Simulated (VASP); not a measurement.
# K in VASP: notebook

The runs below take K through single point, with PBE.

Everything below comes from runs of VASP 6.6.1. Logs are shortened: lines on timing, memory, paths and dates and some standing lists are left out, and cuts for length are marked.

### Step 1. The cell of the first run

It takes space group I4_1/amd (No. 141, tetragonal). The conventional cell has a = 4.416 Å, b = 4.416 Å, c = 16.092 Å, α = 90.00°, β = 90.00°, γ = 90.00°. K (site symmetry -4m2) has 8 K at 4.42 to 4.59 Å within 5.8 Å.

### Step 2. Single point, PBE

INCAR

```
SYSTEM = K
PREC     = Accurate       ! precision mode
ENCUT    = 520            ! plane-wave cutoff, eV
EDIFF    = 1E-7           ! SCF threshold, eV
ISMEAR   = 0              ! smearing method
SIGMA    = 0.05           ! smearing width, eV
LREAL    = .False.        ! projectors in reciprocal space
LASPH    = .True.         ! aspherical terms in the spheres
NELM     = 100            ! most SCF steps
ALGO     = Fast           ! electronic algorithm
ISIF     = 2              ! what is computed and relaxed
LWAVE    = .False.        ! write WAVECAR
LCHARG   = .False.        ! write CHGCAR
GGA      = PE             ! functional
NBANDS   = 16             ! bands
```

KPOINTS

```
Automatic mesh
0
Gamma
  8 8 8
  0 0 0
```

POSCAR

```
K
1.0
    0.0000000000     -4.4162180942      0.0000000000
    4.4162180942      0.0000000000      0.0000000000
   -2.2081090471      2.2081090471      8.0458679461
K
2
Direct
    0.2500000000      0.7500000000      0.5000000000
    0.5000000000      0.5000000000      0.0000000000
```

Potentials or basis: VASP PAW PBE potentials, release 64 (K_sv).

Launch:

```bash
cat potpaw_PBE.64/K_sv/POTCAR > POTCAR
mpirun -np 1 vasp_std > vasp.out
```

OUTCAR:

```text
SYSTEM = K
   PREC = Accurate
   ENCUT = 520
   EDIFF = 1E-7
   ISMEAR = 0
   LREAL = .False.
   LASPH = .True.
   NELM = 100
   ISIF = 2
   GGA = PE

 ion  position               nearest neighbor table
   1  0.250  0.750  0.500-
   2  0.500  0.500  0.000-

  LATTYP: Found a body centered tetragonal cell.
 ALAT       =     4.4162180942
 C/A-ratio  =     3.6437819757

  Lattice vectors:

 A1 = (  -2.2081090471,  -2.2081090471,  -8.0458679461)
 A2 = (   2.2081090471,   2.2081090471,  -8.0458679461)
 A3 = (   2.2081090471,  -2.2081090471,   8.0458679461)

Analysis of symmetry for initial positions (statically):
=====================================================================
 Subroutine PRICEL returns:
 Original cell was already a primitive cell.

 Routine SETGRP: Setting up the symmetry group for a
 body centered tetragonal supercell.

 Subroutine GETGRP returns: Found 16 space group operations
 (whereof  8 operations were pure point group operations)
 out of a pool of 16 trial point group operations.

The static configuration has the point symmetry D_2d.
 The point group associated with its full space group is D_4h.

Analysis of symmetry for dynamics (positions and initial velocities):
=====================================================================
 Subroutine PRICEL returns:
 Original cell was already a primitive cell.

 Routine SETGRP: Setting up the symmetry group for a
 body centered tetragonal supercell.

 Subroutine GETGRP returns: Found 16 space group operations
 (whereof  8 operations were pure point group operations)
 out of a pool of 16 trial point group operations.

The dynamic configuration has the point symmetry D_2d.
 The point group associated with its full space group is D_4h.

 Subroutine INISYM returns: Found 16 space group operations
 (whereof  8 operations are pure point group operations),
 and found     1 'primitive' translations

----------------------------------------------------------------------------------------

                                     Primitive cell

  volume of cell :     156.9184

  direct lattice vectors                    reciprocal lattice vectors
     0.000000000 -4.416218094  0.000000000     0.000000000 -0.226438092  0.062143700
     4.416218094  0.000000000  0.000000000     0.226438092  0.000000000  0.062143700
    -2.208109047  2.208109047  8.045867946     0.000000000  0.000000000  0.124287399

  length of vectors
     4.416218094  4.416218094  8.630613080     0.234810666  0.234810666  0.124287399

  position of ions in fractional coordinates (direct lattice)
     0.250000000  0.750000000  0.500000000
     0.500000000  0.500000000  0.000000000

  ion indices of the primitive-cell ions
   primitive index   ion index
                 1           1
                 2           2

----------------------------------------------------------------------------------------

 KPOINTS: Automatic mesh

Automatic generation of k-mesh.
 Grid dimensions read from file:
 generate k-points for:    8    8    8

 Generating k-lattice:

  Cartesian coordinates                     Fractional coordinates (reciprocal lattice)
     0.000000000 -0.028304762  0.007767962     0.125000000  0.000000000 -0.000000000
     0.028304762  0.000000000  0.007767962     0.000000000  0.125000000 -0.000000000
     0.000000000  0.000000000  0.015535925     0.000000000  0.000000000  0.125000000

  Length of vectors
     0.029351333  0.029351333  0.015535925

  Shift w.r.t. Gamma in fractional coordinates (k-lattice)
     0.000000000  0.000000000  0.000000000

 Subroutine IBZKPT returns following result:
 ===========================================

 Found     59 irreducible k-points:

 Following reciprocal coordinates:
            Coordinates               Weight
  0.000000  0.000000  0.000000      1.000000
  0.125000  0.000000  0.000000      8.000000
  0.250000  0.000000  0.000000      8.000000
  0.375000  0.000000  0.000000      8.000000
  0.500000  0.000000  0.000000      4.000000
  0.125000  0.125000  0.000000      8.000000
[... 16 lines left out ...]
  0.125000  0.000000  0.125000      8.000000
  0.250000  0.000000  0.125000      8.000000
 [... further k-points ...]
   k-points           NKPTS =     59   k-points in BZ     NKDIM =     59   number of bands    NBANDS=     16
   number of dos      NEDOS =    301   number of ions     NIONS =      2
   total plane-waves  NPLWV =  82944
   dimension x,y,z NGX =    36 NGY =   36 NGZ =   64
   dimension x,y,z NGXF=    72 NGYF=   72 NGZF=  128
   ions per type =               2
   NGX,Y,Z   is equivalent  to a cutoff of  13.55, 13.55, 12.33 a.u.
   NGXF,Y,Z  is equivalent  to a cutoff of  27.10, 27.10, 24.66 a.u.
 SYSTEM =  K
   PREC   = accura    normal or accurate (medium, high low for compatibility)
   ISTART =      0    job   : 0-new  1-cont  2-samecut
   ICHARG =      2    charge: 1-file 2-atom 10-const
   ISPIN  =      1    spin polarized calculation?
   LNONCOLLINEAR =      F non collinear calculations
   LSORBIT =      F    spin-orbit coupling
   LASPH  =      T    aspherical Exc in radial PAW
   ENCUT  =  520.0 eV  38.22 Ry    6.18 a.u.   8.21  8.21 16.05*2*pi/ulx,y,z
   NELM   =    100;   NELMIN=  2; NELMDL= -5     # of ELM steps
   EDIFF  = 0.1E-06   stopping-criterion for ELM
   LREAL  =      F    real-space projection
   EDIFFG = 0.1E-05   stopping-criterion for IOM
   NSW    =      0    number of steps for IOM
   IBRION =     -1    ionic relax: 0-MD 1-quasi-New 2-CG
   NFREE  =      0    steps in history (QN), initial steepest desc. (CG)
   ISIF   =      2    stress and relaxation
   ISYM   =      2    0-nonsym 1-usesym 2-fastsym
   POTIM  = 0.5000    time-step for ionic-motion
   TEBEG  =    0.0;   TEEND  =   0.0 temperature during run
   PSTRESS=    0.0 pullay stress
   NELECT =      18.0000    total number of electrons
   NUPDOWN=      -1.0000    fix difference up-down
   EMIN   =  10.00;   EMAX   =-10.00  energy-range for DOS
   EFERMI =   0.00;   METHOD = LEGACY
   ISMEAR =     0;   SIGMA  =   0.05  broadening in eV -4-tet -1-fermi 0-gaus
   EFERMI_NEDOS =   21; number of points for ismear=-14 and -15
   IALGO  =     68    algorithm
   IMIX   =      4    mixing-type and parameters
     AMIX     =   0.40;   BMIX     =  1.00
     AMIX_MAG =   1.60;   BMIX_MAG =  1.00
  volume/ion in A,a.u.               =      78.46       529.47
  Fermi-wavevector in a.u.,A,eV,Ry     =   0.795440  1.503165  8.608754  0.632726
  Thomas-Fermi vector in A             =   1.901769
   LORBIT       =      0    0 simple, 1 ext, 2 COOP (PROOUT), +10 PAW based schemes
   GGA     = PE    functional components
   LHFCALC =     F    Hartree Fock is set to
   AEXX    =    0.0000 exact exchange contribution
   IVDW    =     0    specifies the selected vdW correction
   LEPSILON=     F    determine dielectric tensor
   LRPA    =     F    only Hartree local field effects (RPA)
 non-spin polarized calculation
 RMM-DIIS sequential band-by-band and
 Gauss-broadening in eV      SIGMA  =   0.05
  energy-cutoff  :      520.00
  volume of cell :      156.92
 maximum number of plane-waves:      4246
 NGX is ok and might be reduce to    36
   NGX = 17   NGY = 17   NGZ = 33

 number of electron      17.9999998 magnetization

 Free energy of the ion-electron system (eV)
  ---------------------------------------------------
  ext. energy  EPLUGINS =         0.00000000
  ---------------------------------------------------
  free energy    TOTEN  =        -1.96932142 eV

  energy without entropy =       -1.96707546  energy(sigma->0) =       -1.96819844

 E-fermi :  -0.1897     XC(G=0):  -5.4907

 val. band max:       -0.1982347458   @ k =   0.1250   0.1250   0.0000
 cond. band min:      -0.1688857405   @ k =   0.5000   0.1250   0.1250
 fundamental gap:      0.0293490052
 Fermi energy:        -0.1896964789

 k-point     1 :       0.0000    0.0000    0.0000
  band No.  band energies     occupation
      1     -32.5008      2.00000
      2     -32.4973      2.00000
      3     -16.0134      2.00000
      4     -15.9513      2.00000
      5     -15.9513      2.00000
      6     -15.9480      2.00000
[... 8 lines left out ...]
     15       4.6107      0.00000
     16       4.6567      0.00000

 k-point     2 :       0.1250    0.0000    0.0000
  band No.  band energies     occupation
      1     -32.5003      2.00000
      2     -32.4970      2.00000
      3     -16.0107      2.00000
      4     -15.9618      2.00000
      5     -15.9574      2.00000
      6     -15.9509      2.00000
[... 8 lines left out ...]
     15       4.1497      0.00000
     16       4.5840      0.00000

 k-point     3 :       0.2500    0.0000    0.0000
  band No.  band energies     occupation
      1     -32.4990      2.00000
      2     -32.4962      2.00000
      3     -16.0049      2.00000
      4     -15.9853      2.00000
      5     -15.9785      2.00000
      6     -15.9496      2.00000
[... 8 lines left out ...]
     15       3.8478      0.00000
     16       4.6076      0.00000

 k-point     4 :       0.3750    0.0000    0.0000
  band No.  band energies     occupation
      1     -32.4976      2.00000
      2     -32.4955      2.00000
      3     -16.0099      2.00000
      4     -16.0080      2.00000
      5     -15.9877      2.00000
      6     -15.9530      2.00000
[... 8 lines left out ...]
     15       3.7193      0.00000
     16       4.4272      0.00000
[... 324 lines left out ...]
 k-point    22 :       0.0000    0.0000    0.1250
  band No.  band energies     occupation
      1     -32.5007      2.00000
      2     -32.4975      2.00000
      3     -16.0109      2.00000
      4     -15.9522      2.00000
      5     -15.9522      2.00000
      6     -15.9491      2.00000
[... 8 lines left out ...]
     15       4.4769      0.00000
     16       4.4828      0.00000

 k-point    23 :       0.1250    0.0000    0.1250
  band No.  band energies     occupation
      1     -32.5000      2.00000
      2     -32.4972      2.00000
      3     -16.0060      2.00000
      4     -15.9636      2.00000
      5     -15.9559      2.00000
      6     -15.9520      2.00000
[... 8 lines left out ...]
     15       4.0344      0.00000
     16       4.4485      0.00000

 k-point    24 :       0.2500    0.0000    0.1250
  band No.  band energies     occupation
      1     -32.4987      2.00000
      2     -32.4965      2.00000
      3     -15.9996      2.00000
      4     -15.9872      2.00000
      5     -15.9764      2.00000
      6     -15.9546      2.00000
[... 8 lines left out ...]
     15       3.6740      0.00000
     16       4.5243      0.00000

 [... further k-points ...]

------------------------ aborting loop because EDIFF is reached ----------------------------------------

  FORCE on cell =-STRESS in cart. coord.  units (eV):
  Direction    XX          YY          ZZ          XY          YZ          ZX
  --------------------------------------------------------------------------------------
  -------------------------------------------------------------------------------------
  Total       -0.0555884     -0.0555884     -0.0668182      0.0000000      0.0000000      0.0000000
  in kB       -0.5675719     -0.5675719     -0.6822312      0.0000000      0.0000000      0.0000000
  external PRESSURE =      -0.6057917 kB  Pullay stress =       0.0000000 kB

 VOLUME and BASIS-vectors are now :
 -----------------------------------------------------------------------------
  energy-cutoff  :      520.00
  volume of cell :      156.92
      direct lattice vectors                 reciprocal lattice vectors
     0.000000000 -4.416218094  0.000000000     0.000000000 -0.226438092  0.062143700
     4.416218094  0.000000000  0.000000000     0.226438092  0.000000000  0.062143700
    -2.208109047  2.208109047  8.045867946     0.000000000  0.000000000  0.124287399

 POSITION                                       TOTAL-FORCE (eV/Angst)
 -----------------------------------------------------------------------------------
      2.20811      0.00000      4.02293         0.000000     -0.000000      0.000000
      2.20811     -2.20811      0.00000        -0.000000      0.000000      0.000000
 -----------------------------------------------------------------------------------
    total drift:                                0.000000     -0.000000      0.000000

  FREE ENERGIE OF THE ION-ELECTRON SYSTEM (eV)
  ---------------------------------------------------
  free  energy   TOTEN  =        -1.9693214200 eV

  energy  without entropy=       -1.9670754645  energy(sigma->0) =       -1.96819844
```

Run time: 3.7 min. Hardware: 1 thread of AMD EPYC 7R43 (Zen 3), shared host; peak memory 0.29 GiB.

Results:

- Free energy: -1.9693 eV
- Pressure: -0.1 GPa
- Band gap on the k mesh: zero (bands 9 and 10 overlap by 2.77 eV)

Levels at points of the mesh, in eV from the Fermi level:
```
           k point  band 6  band 7  band 8  band 9  band 10  band 11  band 12  band 13
(0.00, 0.00, 0.00)  -15.76  -15.76  -15.76   -2.12     0.18     0.36     3.10     3.10
(0.50, 0.00, 0.00)  -15.77  -15.76  -15.75   -0.05     0.13     0.93     1.16     2.43
(0.50, 0.50, 0.00)  -15.82  -15.77  -15.77    1.29     1.29     1.92     1.92     2.47
(0.00, 0.00, 0.50)  -15.77  -15.75  -15.75   -1.47    -1.47     2.34     2.34     3.21
```

### Step 3. Single point, PBE

INCAR

```
  PREC = Accurate
  ENCUT = 520
  EDIFF = 1E-7
  ISMEAR = 0
  SIGMA = 0.05
  LREAL = False
  LASPH = True
  NELM = 60
  ALGO = Fast
  ISIF = 2
  LWAVE = False
  LCHARG = True
  GGA = PE
  LELF = True
  LVHAR = True
  NBANDS = 16
```

KPOINTS

```
regular mesh
0
Gamma
  8 8 8
```

Edit POSCAR of step 2 so:

```diff
@@ -9,2 +9,2 @@
     0.2500000000      0.7500000000      0.5000000000
-    0.5000000000      0.5000000000      0.0000000000
+    0.5062143700      0.5062143700      0.0124287399
```

Potentials or basis: VASP PAW PBE potentials, release 64 (K_sv).

Launch:

```bash
cat potpaw_PBE.64/K_sv/POTCAR > POTCAR
mpirun -np 1 vasp_std > vasp.out
```

It took 5.3 min on 1 thread of AMD EPYC 7R43 (Zen 3), shared host; peak memory 0.35 GiB.

The run converged. Its results:

* Free energy: -1.9673 eV
* Pressure: -0.1 GPa
* Largest force: 0.040 eV/Å
* Band gap on the k mesh: zero (bands 9 and 10 overlap by 2.73 eV)

Forces on the atoms (eV/Å):
```
K    0.000  0.000  0.040
K    0.000  0.000 -0.040
```

Levels at points of the mesh, in eV from the Fermi level:
| k point | band 6 | band 7 | band 8 | band 9 | band 10 | band 11 | band 12 | band 13 |
| --- | --- | --- | --- | --- | --- | --- | --- | --- |
| (0.00, 0.00, 0.00) | -15.76 | -15.76 | -15.76 | -2.12 | 0.18 | 0.36 | 3.09 | 3.10 |
| (0.50, 0.00, 0.00) | -15.77 | -15.76 | -15.75 | -0.05 | 0.13 | 0.93 | 1.17 | 2.45 |
| (0.00, 0.50, 0.50) | -15.76 | -15.76 | -15.75 | -0.05 | 0.13 | 0.93 | 1.16 | 2.41 |
| (0.50, 0.50, 0.00) | -15.82 | -15.77 | -15.77 | 1.29 | 1.29 | 1.92 | 1.92 | 2.47 |
| (0.00, 0.00, 0.50) | -15.76 | -15.75 | -15.75 | -1.50 | -1.44 | 2.29 | 2.39 | 3.21 |
